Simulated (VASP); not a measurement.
Here is a VASP 6.6.1 calculation.

The input INCAR:

```
PREC = Accurate ; ENCUT = 520
EDIFF = 1E-7 ; ISMEAR = 0
SIGMA = 0.01 ; LREAL = False
LASPH = True ; NELM = 100
ALGO = Normal ; ISIF = 2
LWAVE = False ; LCHARG = False
NBANDS = 18
```

File KPOINTS:

```
Automatic mesh
0
Gamma
  8 8 8
```

File POSCAR:

```
SrTeO
1.0
   -2.3136404956      2.3136404956      4.5515285239
    2.3136404956     -2.3136404956      4.5515285239
    2.3136404956      2.3136404956     -4.5515285239
Sr Te O
1 1 1
Direct
   -0.1053710366     -0.1053710366      0.0000000000
    0.4458130257      0.4458130257      0.0000000000
    0.6595580109      0.6595580109      0.0000000000
```

Potentials or basis: VASP PAW LDA potentials, release 64 (Sr_sv, Te, O).

The run is started by

```sh
$ cat potpaw_LDA.64/Sr_sv/POTCAR potpaw_LDA.64/Te/POTCAR potpaw_LDA.64/O/POTCAR > POTCAR
$ mpirun -np 1 vasp_std > vasp.out
```

Problem. Estimate the pressure.

Solution. 0.3 GPa.

Problem. Predict the band gap on the k mesh.

Solution. 0.92 eV, indirect (least direct gap 0.93 eV).

Problem. Predict the largest force.

Solution. 0.146 eV/Å.

Forces in eV/Å, atoms in the order of the input:
```
Sr   0.000  0.000  0.146
Te   0.000  0.000 -0.068
O    0.000  0.000 -0.078
```

Caveat: spin-orbit coupling is left out, which moves the levels of the heavy elements. As with any semilocal functional, this LDA gap is likely too small.
